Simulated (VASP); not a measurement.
Input of a VASP 6.6.1 run:

The input INCAR:

```
SYSTEM = ZnS
ALGO     = Normal         ! electronic algorithm
EDIFF    = 1E-6           ! SCF threshold, eV
ENCUT    = 520            ! plane-wave cutoff, eV
ISIF     = 2              ! what is computed and relaxed
ISMEAR   = 0              ! smearing method
LASPH    = .True.         ! aspherical terms in the spheres
LCHARG   = .False.        ! write CHGCAR
LREAL    = .False.        ! projectors in reciprocal space
LWAVE    = .False.        ! write WAVECAR
NBANDS   = 16             ! bands
NELM     = 60             ! most SCF steps
PREC     = Accurate       ! precision mode
SIGMA    = 0.01           ! smearing width, eV
```

KPOINTS

```
k-points
0
Gamma
  8 8 8
  0 0 0
```

File POSCAR:

```
ZnS
1.0
    2.6749533954      2.6749533954      0.0000000000
   -2.6749533954      2.6749533954      0.0000000000
    0.0000000000      2.6749533954      2.6155896449
Zn S
1 1
Direct
    0.7500000000      0.2500000000      0.5000000000
    0.0000000000      0.0000000000      0.0000000000
```

Potentials or basis: VASP PAW LDA potentials, release 64 (Zn, S).

Run with:

```console
$ cat potpaw_LDA.64/Zn/POTCAR potpaw_LDA.64/S/POTCAR > POTCAR
$ mpirun -np 1 vasp_std > vasp.out
```

Estimate the pressure.

-0.4 GPa.

Predict the band gap on the k mesh.

2.07 eV, direct.

Stress tensor (GPa, compression positive):
```
-0.75  0.00  0.00
 0.00 -0.75  0.00
 0.00  0.00  0.23
```

Caveat: the cell differs from its parent crystal (in-plane strain +0.01, then relaxed in part).
